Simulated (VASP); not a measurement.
A run of VASP 6.6.1:

INCAR

```
PREC = Accurate ; ENCUT = 600
EDIFF = 1E-6 ; ISMEAR = 0
SIGMA = 0.15 ; LREAL = F
LASPH = T ; NELM = 200
ALGO = Normal ; ISIF = 2
LWAVE = F ; LCHARG = F
ISPIN = 2 ; MAGMOM = 3 3 0 0 0 0 0 0 0 0
LORBIT = 11 ; LMAXMIX = 4
GGA = PE ; NBANDS = 28
GGA_COMPAT = F
```

Contents of KPOINTS:

```
regular mesh
0
Gamma
  3 3 3
```

File POSCAR:

```
CoH4
1.0
    0.0000000000      3.2073883684      3.2073883684
    3.2073883684      0.0000000000      3.2073883684
    3.2073883684      3.2073883684      0.0000000000
Co H
2 8
Direct
    0.2500000000      0.2500000000      0.2500000000
    0.7500000000      0.7500000000      0.7500000000
    0.6151761905      0.6151761905      0.6151761905
    0.6151761905      0.6151761905      0.1544714286
    0.6151761905      0.1544714286      0.6151761905
    0.1544714286      0.6151761905      0.6151761905
    0.3848238095      0.3848238095      0.8455285714
    0.3848238095      0.3848238095      0.3848238095
    0.3848238095      0.8455285714      0.3848238095
    0.8455285714      0.3848238095      0.3848238095
```

Potentials or basis: VASP PAW PBE potentials, release 64 (Co, H).

Command:

```bash
$ cat potpaw_PBE.64/Co/POTCAR potpaw_PBE.64/H/POTCAR > POTCAR
$ mpirun -np 1 vasp_std > vasp.out
```

Hardware: 1 thread of Intel Xeon 8259CL, on a shared host.

Problem. How long does it take, and how much memory?

Solution. Wall time 62 s on 1 thread of Intel Xeon 8259CL, on a shared host, peak memory 0.24 GiB. Counts: scf iterations 17, k points 4.
